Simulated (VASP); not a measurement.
Crystal: CsAg.

```
CELL_PARAMETERS angstrom
0.00000 3.31125 3.31125
3.31125 0.00000 3.31125
3.31125 3.31125 0.00000
ATOMIC_POSITIONS crystal
Cs 0.00000 0.00000 0.00000
Ag 0.75000 0.75000 0.75000
```

| Property | Result |
| --- | --- |
| Program | VASP 6.6.1 |
| Task | relaxation of cell and atoms |
| Functional | PBE |
| Potentials or basis | VASP PAW PBE potentials, release 64 (Cs_sv, Ag) |
| Cutoff | 600 eV |
| k mesh | 4 × 4 × 4 |
| Occupations | gaussian, width 0.1 eV |
| Spin | no spin polarisation |

At the start: pressure 14.8 GPa; volume 36.31 Å³/atom.

Problem. Where does the relaxation end?

Solution. Over 6 steps the energy falls by 998.0 meV/atom and the volume is 77.39 Å³/atom (+113.2 %); space group F-43m (No. 216, to 0.05 Å).

The path:
```csv
step,energy change (eV),largest force (eV/Å),pressure (GPa),volume (Å³)
1,0.0000,0.0000,14.80,72.61
2,-1.7518,0.0000,2.44,113.85
3,-1.9314,0.0000,1.00,131.23
4,-1.9780,0.0000,-0.33,171.12
5,-1.9951,0.0000,-0.09,158.52
6,-1.9961,0.0000,0.01,154.78
```

Final structure:
```
Cs Ag
1.0
     0.00000    4.26147    4.26147
     4.26147    0.00000    4.26147
     4.26147    4.26147    0.00000
Cs Ag
1 1
Direct
  0.00000 0.00000 0.00000
  0.75000 0.75000 0.75000
```

Caveat: the volume moved by over 15 % at a fixed basis, so the end points are rough.
